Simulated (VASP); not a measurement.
Runs of VASP 6.6.1 on AlRu. The structure is that of space group P6_3/mmc (No. 194), or close to it. The cells are those of the table. 

```tsv
task	potentials or basis	spin	cell	k mesh	cutoff (eV)	second run	gap on the mesh (eV)	pressure (GPa)	relaxed volume (Å³/atom)
relaxation of cell and atoms	VASP PAW PBE potentials, release 64 (Al, Ru_sv)	off	relaxed from a = 3.601, b = 3.601, c = 4.758 Å, angles 90.0, 90.0, 120.0°, 4 atoms	6 × 6 × 4	600	valence_matched	none	-0.2	(a)
single point	VASP PAW PBE potentials, release 64 (Al, Ru_pv)	off	a = 3.601, b = 3.601, c = 4.758 Å, angles 90.0, 90.0, 120.0°, 4 atoms	6 × 6 × 4	520	-	none	33.5	-
single point	VASP PAW PBE potentials, release 64 (Al, Ru_pv)	collinear, ferromagnetic start	a = 2.850, b = 2.850, c = 8.039 Å, angles 90.0, 90.0, 120.0°, 4 atoms	6 × 6 × 2	520	-	none	0.0	-
relaxation of cell and atoms	VASP PAW PBE potentials, release 64 (Al, Ru_pv)	off	relaxed from a = 3.601, b = 3.601, c = 4.758 Å, angles 90.0, 90.0, 120.0°, 4 atoms	6 × 6 × 4	600	-	none	-0.2	14.10
single point	VASP PAW PBE potentials, release 64 (Al, Ru_pv)	off	a = 2.850, b = 2.850, c = 8.039 Å, angles 90.0, 90.0, 120.0°, 4 atoms	6 × 6 × 4	520	-	none	0.0	-
single point	VASP PAW PBE potentials, release 64 (Al, Ru_pv)	off	a = 2.877, b = 2.877, c = 7.910 Å, angles 90.0, 90.0, 120.0°, 4 atoms	18 × 18 × 6	520	-	none	-0.1	-
```

Alike in all rows: level PBE; smearing gaussian 0.1 eV.

**Question.** Fill in the values left out.

**Answer.** (a) 14.04.

Caveats: some runs use coarse meshes.

A k mesh can miss the band edges, and the runs leave out spin-orbit coupling on Ru.

A gap of «none» marks levels without a gap at the run's occupations.

The runs don't all hold the same shells in valence.
